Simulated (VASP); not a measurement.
A run of VASP 6.6.1 is set up as follows.

File INCAR:

```
SYSTEM = MgSi
PREC = Accurate ; ENCUT = 520
EDIFF = 1E-6 ; ISMEAR = -1
SIGMA = 0.1 ; LREAL = .False.
LASPH = .True. ; NELM = 60
ALGO = Normal ; ISIF = 2
LWAVE = .False. ; LCHARG = .False.
GGA = PS ; NBANDS = 10
```

Contents of KPOINTS:

```
Automatic mesh
0
Gamma
  10 10 7
  0 0 0
```

Contents of POSCAR:

```
MgSi
1.0
    2.8490223611      0.0000000000      0.0000000000
    0.0000000000      2.8490223611      0.0000000000
    0.0000000000      0.0000000000      4.0196600873
Mg Si
1 1
Direct
    0.0000000000      0.0000000000      0.0000000000
    0.5000000000      0.5000000000      0.5000000000
```

Potentials or basis: VASP PAW PBE potentials, release 64 (Mg, Si).

Run with:

```bash
$ cat potpaw_PBE.64/Mg/POTCAR potpaw_PBE.64/Si/POTCAR > POTCAR
$ mpirun -np 1 vasp_std > vasp.out
```

(1) Predict the pressure.

(2) What does it give for the band gap on the k mesh?

Answers

(1) 2.7 GPa.

(2) zero (band 3 reaches 11.73 eV, above the bottom of band 4 at 5.19 eV).

Caveat: the PAW data sets were made with another functional, which shifts forces and pressure a little.
